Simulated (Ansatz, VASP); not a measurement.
## Two plane-wave programs on SnSe

```
Sn Se
1.0
     4.28533    0.00000    0.00000
     0.00000    4.28533    0.00000
     0.00000    0.00000   10.99069
Sn Se
2 2
Direct
  0.50000 0.00000 0.38019
  0.00000 0.50000 0.63573
  0.50000 0.00000 0.61604
  0.00000 0.50000 0.38396
```

Change from the starting cell: all Sn atoms moved +0.087 Å, as atom 1 towards its neighbour atom 3 (Se) at 2.680 Å.

Alike in both runs: task single point; functional PBEsol; k mesh 6 × 6 × 4; occupations gaussian, width 0.05 eV; no spin polarisation.

```csv
,VASP,Ansatz
version,VASP 6.6.1,Ansatz 0.2.0
potentials or method,"VASP PAW PBE potentials, release 64 (Sn_d, Se), cutoff 520 eV","scalar-relativistic, plane waves, PAW"
valence electrons in the cell,40,60
```

|  | VASP | Ansatz | Ansatz less VASP |
| --- | --- | --- | --- |
| gap on the k mesh at the Fermi level (eV) | 1.41 | 1.41 | +0.006 |
| least direct gap on the mesh (eV) | 1.41 | 1.41 | +0.007 |
| rms of the force components (eV/Å) | 0.354 | 0.352 | -0.0028 |

VASP's potentials were made for PBE, not for PBEsol. Atom by atom the forces differ by 0.010 eV/Å (rms over components). With one functional, cell and mesh, what is left measures potentials, basis and numerics. VASP's potentials hold 40 valence electrons a cell and Ansatz's 60, so a difference there can come from the potentials and not from the codes.
